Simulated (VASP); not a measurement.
Input of a VASP 6.6.1 run:

File INCAR:

```
PREC = Accurate ; ENCUT = 520
EDIFF = 1E-6 ; ISMEAR = 0
SIGMA = 0.1 ; LREAL = False
LASPH = True ; NELM = 60
ALGO = Normal ; ISIF = 2
LWAVE = False ; LCHARG = False
GGA = PE ; NBANDS = 15
```

The input KPOINTS:

```
Automatic mesh
0
Gamma
  20 20 18
```

Contents of POSCAR:

```
NiO
1.0
    2.6878338147      0.0000000000      0.0000000000
    0.0000000000      2.6878338147      0.0000000000
    0.0000000000      0.0000000000      3.2395908856
Ni O
1 1
Direct
    0.0000000000      0.0000000000      0.5000000000
    0.5000000000      0.5000000000      0.5000000000
```

Potentials or basis: VASP PAW PBE potentials, release 64 (Ni, O).

Run with:

```console
$ cat potpaw_PBE.64/Ni/POTCAR potpaw_PBE.64/O/POTCAR > POTCAR
$ mpirun -np 1 vasp_std > vasp.out
```

(1) What does it give for the band gap on the k mesh?

(2) What does it give for the pressure?

## Answers

(1) zero (band 8 reaches 5.09 eV, above the bottom of band 9 at 3.66 eV).

(2) 0.5 GPa.

Caveat: the run has no spin polarisation, though such a crystal can be magnetic; semilocal functionals often make such compounds metallic where correlation or magnetic order opens a gap, which also shifts bond lengths.
